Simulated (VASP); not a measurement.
# SiW2 (P4/nmm) in VASP: a series of runs

Runs on SiW2. Level: PBE. Tasks: single point, relaxation of shape and atoms at fixed volume.

Everything below comes from runs of VASP 6.6.1. Logs are shortened: lines on timing, memory, paths and dates and some standing lists are left out, and cuts for length are marked.

## (1) The cell of the first run

The structure is tetragonal, space group P4/nmm (No. 129). The conventional cell has a = 3.168 Å, b = 3.168 Å, c = 8.650 Å, α = 90.00°, β = 90.00°, γ = 90.00°. Within 3.4 Å of Si (site symmetry 4mm) lie 6 W at 2.57 to 2.87 Å and 8 Si at 2.63 to 3.17 Å. W (site symmetry 4mm) has 13 W at 2.72 to 3.17 Å and 1 Si at 2.87 Å within 3.6 Å. W (site symmetry 4mm) has 5 Si at 2.57 to 2.64 Å and 9 W at 2.76 to 3.17 Å within 3.4 Å.

## (2) Single point, PBE (volume scaled by 0.97, then relaxed in part)

File INCAR:

```
SYSTEM = SiW2
  PREC = Accurate
  ENCUT = 520
  EDIFF = 1E-7
  ISMEAR = 0
  SIGMA = 0.1
  LREAL = .FALSE.
  LASPH = .TRUE.
  NELM = 100
  ALGO = Fast
  ISIF = 2
  LWAVE = .FALSE.
  LCHARG = .FALSE.
  GGA = PE
  NBANDS = 41
```

File KPOINTS:

```
regular mesh
0
G
  10 10 4
  0 0 0
```

File POSCAR:

```
SiW2
1.0
    3.1676895568      0.0000000000      0.0000000000
    0.0000000000      3.1676895568      0.0000000000
    0.0000000000      0.0000000000      8.6502577299
Si W
2 4
Direct
    0.0000000000      0.5000000000      0.9205317444
    0.5000000000      0.0000000000      0.0794682556
    0.0000000000      0.5000000000      0.5887206548
    0.5000000000      0.0000000000      0.4112793452
    0.5000000000      0.0000000000      0.7743016965
    0.0000000000      0.5000000000      0.2256983035
```

Potentials or basis: VASP PAW PBE potentials, release 64 (Si, W_sv).

Command:

```sh
$ cat potpaw_PBE.64/Si/POTCAR potpaw_PBE.64/W_sv/POTCAR > POTCAR
$ mpirun -np 1 vasp_std > vasp.out
```

OUTCAR:

```text
SYSTEM = SiW2
   PREC = Accurate
   ENCUT = 520
   EDIFF = 1E-7
   ISMEAR = 0
   LREAL = .FALSE.
   LASPH = .TRUE.
   NELM = 100
   ISIF = 2
   GGA = PE

 ion  position               nearest neighbor table
   1  0.000  0.500  0.921-   5 2.57   5 2.57   5 2.57   5 2.57   2 2.63   2 2.63   2 2.63   2 2.63
                             6 2.64   3 2.87
   2  0.500  0.000  0.079-   6 2.57   6 2.57   6 2.57   6 2.57   1 2.63   1 2.63   1 2.63   1 2.63
                             5 2.64   4 2.87
   3  0.000  0.500  0.589-   4 2.72   4 2.72   4 2.72   4 2.72   5 2.76   5 2.76   5 2.76   5 2.76
                             1 2.87   6 3.14
   4  0.500  0.000  0.411-   3 2.72   3 2.72   3 2.72   3 2.72   6 2.76   6 2.76   6 2.76   6 2.76
                             2 2.87   5 3.14
   5  0.500  0.000  0.774-   1 2.57   1 2.57   1 2.57   1 2.57   2 2.64   3 2.76   3 2.76   3 2.76
                             3 2.76   4 3.14
   6  0.000  0.500  0.226-   2 2.57   2 2.57   2 2.57   2 2.57   1 2.64   4 2.76   4 2.76   4 2.76
                             4 2.76   3 3.14

  LATTYP: Found a simple tetragonal cell.
 ALAT       =     3.1676895568
 C/A-ratio  =     2.7307782454

  Lattice vectors:

 A1 = (   3.1676895568,   0.0000000000,   0.0000000000)
 A2 = (   0.0000000000,   3.1676895568,   0.0000000000)
 A3 = (   0.0000000000,   0.0000000000,   8.6502577299)

Analysis of symmetry for initial positions (statically):
=====================================================================
 Subroutine PRICEL returns:
 Original cell was already a primitive cell.

 Routine SETGRP: Setting up the symmetry group for a
 simple tetragonal supercell.

 Subroutine GETGRP returns: Found 16 space group operations
 (whereof  8 operations were pure point group operations)
 out of a pool of 16 trial point group operations.

The static configuration has the point symmetry D_2d.
 The point group associated with its full space group is D_4h.

Analysis of symmetry for dynamics (positions and initial velocities):
=====================================================================
 Subroutine PRICEL returns:
 Original cell was already a primitive cell.

 Routine SETGRP: Setting up the symmetry group for a
 simple tetragonal supercell.

 Subroutine GETGRP returns: Found 16 space group operations
 (whereof  8 operations were pure point group operations)
 out of a pool of 16 trial point group operations.

The dynamic configuration has the point symmetry D_2d.
 The point group associated with its full space group is D_4h.

 Subroutine INISYM returns: Found 16 space group operations
 (whereof  8 operations are pure point group operations),
 and found     1 'primitive' translations

----------------------------------------------------------------------------------------

                                     Primitive cell

  volume of cell :      86.7989

  direct lattice vectors                    reciprocal lattice vectors
     3.167689557  0.000000000  0.000000000     0.315687501  0.000000000  0.000000000
     0.000000000  3.167689557  0.000000000     0.000000000  0.315687501  0.000000000
     0.000000000  0.000000000  8.650257730     0.000000000  0.000000000  0.115603492

  length of vectors
     3.167689557  3.167689557  8.650257730     0.315687501  0.315687501  0.115603492

  position of ions in fractional coordinates (direct lattice)
     0.000000000  0.500000000  0.920531744
     0.500000000  0.000000000  0.079468256
     0.000000000  0.500000000  0.588720655
     0.500000000  0.000000000  0.411279345
     0.500000000  0.000000000  0.774301696
     0.000000000  0.500000000  0.225698304

  ion indices of the primitive-cell ions
   primitive index   ion index
                 1           1
                 2           2
                 3           3
                 4           4
                 5           5
                 6           6

----------------------------------------------------------------------------------------

 KPOINTS: regular mesh

Automatic generation of k-mesh.
 Grid dimensions read from file:
 generate k-points for:   10   10    4

 Generating k-lattice:

  Cartesian coordinates                     Fractional coordinates (reciprocal lattice)
     0.031568750  0.000000000  0.000000000     0.100000000  0.000000000  0.000000000
     0.000000000  0.031568750  0.000000000     0.000000000  0.100000000  0.000000000
     0.000000000  0.000000000  0.028900873     0.000000000  0.000000000  0.250000000

  Length of vectors
     0.031568750  0.031568750  0.028900873

  Shift w.r.t. Gamma in fractional coordinates (k-lattice)
     0.000000000  0.000000000  0.000000000

 Subroutine IBZKPT returns following result:
 ===========================================

 Found     63 irreducible k-points:

 Following reciprocal coordinates:
            Coordinates               Weight
  0.000000  0.000000  0.000000      1.000000
  0.100000  0.000000  0.000000      4.000000
  0.200000  0.000000  0.000000      4.000000
  0.300000  0.000000  0.000000      4.000000
  0.400000  0.000000  0.000000      4.000000
  0.500000  0.000000  0.000000      2.000000
[... 16 lines left out ...]
  0.100000  0.000000  0.250000      8.000000
  0.200000  0.000000  0.250000      8.000000
 [... further k-points ...]
   k-points           NKPTS =     63   k-points in BZ     NKDIM =     63   number of bands    NBANDS=     41
   number of dos      NEDOS =    301   number of ions     NIONS =      6
   total plane-waves  NPLWV =  36864
   dimension x,y,z NGX =    24 NGY =   24 NGZ =   64
   dimension x,y,z NGXF=    48 NGYF=   48 NGZF=  128
   ions per type =               2   4
   NGX,Y,Z   is equivalent  to a cutoff of  12.60, 12.60, 12.30 a.u.
   NGXF,Y,Z  is equivalent  to a cutoff of  25.19, 25.19, 24.60 a.u.
 SYSTEM =  SiW2
   PREC   = accura    normal or accurate (medium, high low for compatibility)
   ISTART =      0    job   : 0-new  1-cont  2-samecut
   ICHARG =      2    charge: 1-file 2-atom 10-const
   ISPIN  =      1    spin polarized calculation?
   LNONCOLLINEAR =      F non collinear calculations
   LSORBIT =      F    spin-orbit coupling
   LASPH  =      T    aspherical Exc in radial PAW
   ENCUT  =  520.0 eV  38.22 Ry    6.18 a.u.   5.89  5.89 16.08*2*pi/ulx,y,z
   NELM   =    100;   NELMIN=  2; NELMDL= -5     # of ELM steps
   EDIFF  = 0.1E-06   stopping-criterion for ELM
   LREAL  =      F    real-space projection
   EDIFFG = 0.1E-05   stopping-criterion for IOM
   NSW    =      0    number of steps for IOM
   IBRION =     -1    ionic relax: 0-MD 1-quasi-New 2-CG
   NFREE  =      0    steps in history (QN), initial steepest desc. (CG)
   ISIF   =      2    stress and relaxation
   ISYM   =      2    0-nonsym 1-usesym 2-fastsym
   POTIM  = 0.5000    time-step for ionic-motion
   TEBEG  =    0.0;   TEEND  =   0.0 temperature during run
   PSTRESS=    0.0 pullay stress
   NELECT =      64.0000    total number of electrons
   NUPDOWN=      -1.0000    fix difference up-down
   EMIN   =  10.00;   EMAX   =-10.00  energy-range for DOS
   EFERMI =   0.00;   METHOD = LEGACY
   ISMEAR =     0;   SIGMA  =   0.10  broadening in eV -4-tet -1-fermi 0-gaus
   EFERMI_NEDOS =   21; number of points for ismear=-14 and -15
   IALGO  =     68    algorithm
   IMIX   =      4    mixing-type and parameters
     AMIX     =   0.40;   BMIX     =  1.00
     AMIX_MAG =   1.60;   BMIX_MAG =  1.00
  volume/ion in A,a.u.               =      14.47        97.62
  Fermi-wavevector in a.u.,A,eV,Ry     =   1.478984  2.794874 29.761287  2.187393
  Thomas-Fermi vector in A             =   2.593197
   LORBIT       =      0    0 simple, 1 ext, 2 COOP (PROOUT), +10 PAW based schemes
   GGA     = PE    functional components
   LHFCALC =     F    Hartree Fock is set to
   AEXX    =    0.0000 exact exchange contribution
   IVDW    =     0    specifies the selected vdW correction
   LEPSILON=     F    determine dielectric tensor
   LRPA    =     F    only Hartree local field effects (RPA)
 non-spin polarized calculation
 RMM-DIIS sequential band-by-band and
 Gauss-broadening in eV      SIGMA  =   0.10
  energy-cutoff  :      520.00
  volume of cell :       86.80
 maximum number of plane-waves:      2372
 NGX is ok and might be reduce to    24
   NGX = 11   NGY = 11   NGZ = 33

 number of electron      63.9999996 magnetization

 Free energy of the ion-electron system (eV)
  ---------------------------------------------------
  ext. energy  EPLUGINS =         0.00000000
  ---------------------------------------------------
  free energy    TOTEN  =       -63.56638710 eV

  energy without entropy =      -63.55713647  energy(sigma->0) =      -63.56176179

 E-fermi :  11.8101     XC(G=0): -13.2031

 val. band max:       11.8060719876   @ k =   0.1000   0.1000   0.2500
 cond. band min:      11.8332729836   @ k =   0.3000   0.1000   0.0000
 fundamental gap:      0.0272009961
 Fermi energy:        11.8101201711

 k-point     1 :       0.0000    0.0000    0.0000
  band No.  band energies     occupation
      1     -62.4143      2.00000
      2     -62.2850      2.00000
      3     -61.9971      2.00000
      4     -61.9952      2.00000
      5     -26.8925      2.00000
      6     -26.7925      2.00000
[... 33 lines left out ...]
     40      15.1007      0.00000
     41      15.1014      0.00000

 k-point     2 :       0.1000    0.0000    0.0000
  band No.  band energies     occupation
      1     -62.4096      2.00000
      2     -62.2863      2.00000
      3     -61.9969      2.00000
      4     -61.9954      2.00000
      5     -26.9082      2.00000
      6     -26.8505      2.00000
[... 33 lines left out ...]
     40      14.7740      0.00000
     41      14.9697      0.00000

 k-point     3 :       0.2000    0.0000    0.0000
  band No.  band energies     occupation
      1     -62.3964      2.00000
      2     -62.2908      2.00000
      3     -61.9964      2.00000
      4     -61.9958      2.00000
      5     -26.9595      2.00000
      6     -26.9525      2.00000
[... 33 lines left out ...]
     40      14.8898      0.00000
     41      15.8355      0.00000

 k-point     4 :       0.3000    0.0000    0.0000
  band No.  band energies     occupation
      1     -62.3769      2.00000
      2     -62.2995      2.00000
      3     -61.9962      2.00000
      4     -61.9960      2.00000
      5     -27.0456      2.00000
      6     -27.0345      2.00000
[... 825 lines left out ...]
     40      15.9221      0.00000
     41      15.9573      0.00000

 k-point    23 :       0.1000    0.0000    0.2500
  band No.  band energies     occupation
      1     -62.4096      2.00000
      2     -62.2863      2.00000
      3     -61.9969      2.00000
      4     -61.9954      2.00000
      5     -26.9082      2.00000
      6     -26.8508      2.00000
[... 33 lines left out ...]
     40      15.0513      0.00000
     41      15.3040      0.00000

 k-point    24 :       0.2000    0.0000    0.2500
  band No.  band energies     occupation
      1     -62.3964      2.00000
      2     -62.2908      2.00000
      3     -61.9964      2.00000
      4     -61.9959      2.00000
      5     -26.9596      2.00000
      6     -26.9530      2.00000
[... 33 lines left out ...]
     40      14.9195      0.00000
     41      16.0118      0.00000

 [... further k-points ...]
[... 5 lines left out ...]
  --------------------------------------------------------------------------------------
  -------------------------------------------------------------------------------------
  Total        4.8316151      4.8316151      4.8087828      0.0000000      0.0000000      0.0000000
  in kB       89.1843472     89.1843472     88.7628975      0.0000000      0.0000000      0.0000000
  external PRESSURE =      89.0438639 kB  Pullay stress =       0.0000000 kB

 VOLUME and BASIS-vectors are now :
 -----------------------------------------------------------------------------
  energy-cutoff  :      520.00
  volume of cell :       86.80
      direct lattice vectors                 reciprocal lattice vectors
     3.167689557  0.000000000  0.000000000     0.315687501  0.000000000  0.000000000
     0.000000000  3.167689557  0.000000000     0.000000000  0.315687501  0.000000000
     0.000000000  0.000000000  8.650257730     0.000000000  0.000000000  0.115603492

 POSITION                                       TOTAL-FORCE (eV/Angst)
 -----------------------------------------------------------------------------------
      0.00000      1.58384      7.96284        -0.000000     -0.000000      0.005453
      1.58384      0.00000      0.68742         0.000000     -0.000000     -0.005453
      0.00000      1.58384      5.09259         0.000000     -0.000000      0.000777
      1.58384      0.00000      3.55767         0.000000     -0.000000     -0.000777
      1.58384      0.00000      6.69791        -0.000000     -0.000000      0.036994
      0.00000      1.58384      1.95235         0.000000      0.000000     -0.036994
 -----------------------------------------------------------------------------------
    total drift:                                0.000000      0.000000     -0.000000

  FREE ENERGIE OF THE ION-ELECTRON SYSTEM (eV)
  ---------------------------------------------------
  free  energy   TOTEN  =       -63.5663871047 eV

  energy  without entropy=      -63.5571364734  energy(sigma->0) =      -63.56176179
```

It took 2.5 min on 1 thread of Intel Xeon Platinum 8375C at 2.90GHz (Ice Lake), shared host; peak memory 0.3 GiB.

What came out:

- Free energy: -63.5664 eV
- Pressure: 8.9 GPa
- Largest force: 0.037 eV/Å
- Band gap on the k mesh: zero (band 32 reaches 12.10 eV, above the bottom of band 33 at 11.67 eV)

Forces in eV/Å, atoms in the order of the input:
```
Si   0.000  0.000  0.005
Si   0.000  0.000 -0.005
W    0.000  0.000  0.001
W    0.000  0.000 -0.001
W    0.000  0.000  0.037
W    0.000  0.000 -0.037
```

Levels at points of the mesh, in eV from the Fermi level:
| k point | band 29 | band 30 | band 31 | band 32 | band 33 | band 34 | band 35 | band 36 |
| --- | --- | --- | --- | --- | --- | --- | --- | --- |
| (0.00, 0.00, 0.00) | -1.07 | -0.93 | -0.91 | -0.91 | 0.43 | 0.75 | 1.22 | 1.84 |
| (0.50, 0.00, 0.00) | -1.74 | -1.74 | -0.16 | -0.16 | 0.63 | 0.63 | 0.89 | 0.89 |
| (0.50, 0.50, 0.00) | -1.77 | -1.77 | -0.73 | -0.73 | 2.11 | 2.11 | 3.12 | 3.13 |
| (0.00, 0.00, 0.50) | -1.26 | -0.92 | 0.06 | 0.06 | 0.37 | 0.37 | 0.44 | 0.44 |
| (0.50, 0.00, 0.50) | -1.66 | -1.66 | -0.81 | -0.81 | 0.99 | 0.99 | 1.34 | 1.34 |
| (0.50, 0.50, 0.50) | -2.64 | -2.64 | -0.16 | -0.16 | 2.26 | 2.26 | 2.50 | 2.51 |

Caveat: the cell differs from its parent crystal (volume scaled by 0.97, then relaxed in part); spin-orbit coupling is left out, which moves the levels of the heavy elements.

## (3) Single point, PBE

This run uses another cell than the first one, of 14.91 Å³/atom, 1.031 times its volume.

INCAR, as its differences from that of step 2:

```diff
@@ -8,3 +8,3 @@
   LASPH = .TRUE.
-  NELM = 100
+  NELM = 60
   ALGO = Fast
```

File KPOINTS:

```
Automatic mesh
0
G
  10 10 4
  0 0 0
```

File POSCAR:

```
SiW2
1.0
    3.2009062736      0.0000000000      0.0000000000
    0.0000000000      3.2009062736      0.0000000000
    0.0000000000      0.0000000000      8.7336668863
Si W
2 4
Direct
    0.0000000000      0.5000000000      0.9194559970
    0.5000000000      0.0000000000      0.0805440030
    0.0000000000      0.5000000000      0.5884620207
    0.5000000000      0.0000000000      0.4115379793
    0.5000000000      0.0000000000      0.7739877577
    0.0000000000      0.5000000000      0.2260122423
```

Potentials or basis: VASP PAW PBE potentials, release 64 (Si, W_sv).

Command:

```sh
$ cat potpaw_PBE.64/Si/POTCAR potpaw_PBE.64/W_sv/POTCAR > POTCAR
$ mpirun -np 1 vasp_std > vasp.out
```

It took 2.9 min on 1 thread of Intel Xeon Platinum 8375C at 2.90GHz (Ice Lake), shared host; peak memory 0.31 GiB.

The run converged. Its results:

```
Free energy            : -63.6426 eV
Pressure               : 0.3 GPa
Largest force          : 0.020 eV/Å
Band gap on the k mesh : zero (band 32 reaches 11.66 eV, above the bottom of band 33 at 11.20 eV)
```

Forces in eV/Å, atoms in the order of the input:
```
Si   0.000  0.000  0.010
Si   0.000  0.000 -0.010
W    0.000  0.000  0.000
W    0.000  0.000  0.000
W    0.000  0.000  0.020
W    0.000  0.000 -0.020
```

Levels at points of the mesh, in eV from the Fermi level:
| k point | band 28 | band 29 | band 30 | band 31 | band 32 | band 33 | band 34 | band 35 | band 36 | band 37 |
| --- | --- | --- | --- | --- | --- | --- | --- | --- | --- | --- |
| (0.00, 0.00, 0.00) | -1.03 | -1.03 | -0.91 | -0.88 | -0.88 | 0.41 | 0.77 | 1.10 | 1.75 | 1.75 |
| (0.50, 0.00, 0.00) | -2.14 | -1.69 | -1.69 | -0.17 | -0.17 | 0.64 | 0.64 | 0.88 | 0.88 | 2.90 |
| (0.50, 0.50, 0.00) | -3.34 | -1.78 | -1.78 | -0.77 | -0.77 | 2.01 | 2.01 | 2.99 | 2.99 | 3.05 |
| (0.00, 0.00, 0.50) | -1.21 | -1.21 | -0.90 | 0.04 | 0.04 | 0.35 | 0.41 | 0.41 | 0.43 | 1.59 |
| (0.50, 0.00, 0.50) | -1.97 | -1.63 | -1.63 | -0.80 | -0.80 | 0.98 | 0.98 | 1.31 | 1.31 | 2.76 |
| (0.50, 0.50, 0.50) | -2.82 | -2.59 | -2.59 | -0.24 | -0.24 | 2.17 | 2.17 | 2.37 | 2.37 | 2.99 |

Caveat: spin-orbit coupling is left out, which moves the levels of the heavy elements.

## (4) Single point, PBE

This run uses another cell than the first one, of 14.92 Å³/atom, 1.031 times its volume.

File INCAR:

```
  ALGO = Fast
  EDIFF = 1E-7
  ENCUT = 520
  GGA = PE
  ISIF = 2
  ISMEAR = 0
  LASPH = T
  LCHARG = F
  LREAL = F
  LWAVE = F
  NBANDS = 41
  NELM = 100
  PREC = Accurate
  SIGMA = 0.1
```

File KPOINTS:

```
k-points
0
Gamma
  10 10 4
```

File POSCAR:

```
SiW2
1.0
    3.2008715198      0.0000000000      0.0000000000
    0.0000000000      3.2008715198      0.0000000000
    0.0000000000      0.0000000000      8.7345418692
Si W
2 4
Direct
    0.0000000000      0.5000000000      0.9194739528
    0.5000000000      0.0000000000      0.0805260472
    0.0000000000      0.5000000000      0.5884467382
    0.5000000000      0.0000000000      0.4115532618
    0.5000000000      0.0000000000      0.7739508041
    0.0000000000      0.5000000000      0.2260491959
```

Command:

```sh
$ cat potpaw_PBE.64/Si/POTCAR potpaw_PBE.64/W_sv/POTCAR > POTCAR
$ mpirun -np 1 vasp_std > vasp.out
```

Run time: 3 min. Hardware: 1 thread of Intel Xeon Platinum 8375C at 2.90GHz (Ice Lake), shared host; peak memory 0.31 GiB.

It converged, with:

```yaml
Free_energy: -63.6426 eV
Pressure: 0.3 GPa
Largest_force: 0.027 eV/Å
Band_gap_on_the_k_mesh: zero (band 32 reaches 11.66 eV, above the bottom of band 33 at 11.20 eV)
```

Forces on the atoms (eV/Å):
```
Si   0.000  0.000  0.006
Si   0.000  0.000 -0.006
W    0.000  0.000  0.003
W    0.000  0.000 -0.003
W    0.000  0.000  0.027
W    0.000  0.000 -0.027
```

Levels at points of the mesh, in eV from the Fermi level:
```tsv
k point	band 30	band 31	band 32	band 33	band 34	band 35
(0.00, 0.00, 0.00)	-0.91	-0.88	-0.88	0.41	0.77	1.10
(0.50, 0.00, 0.00)	-1.69	-0.17	-0.17	0.64	0.64	0.88
(0.50, 0.50, 0.00)	-1.78	-0.77	-0.77	2.01	2.01	2.99
(0.00, 0.00, 0.50)	-0.90	0.04	0.04	0.35	0.41	0.41
(0.50, 0.00, 0.50)	-1.64	-0.80	-0.80	0.98	0.98	1.31
(0.50, 0.50, 0.50)	-2.59	-0.24	-0.24	2.17	2.17	2.37
```

Caveat: spin-orbit coupling is left out, which moves the levels of the heavy elements.

(Part 1 of 2 ends here.)
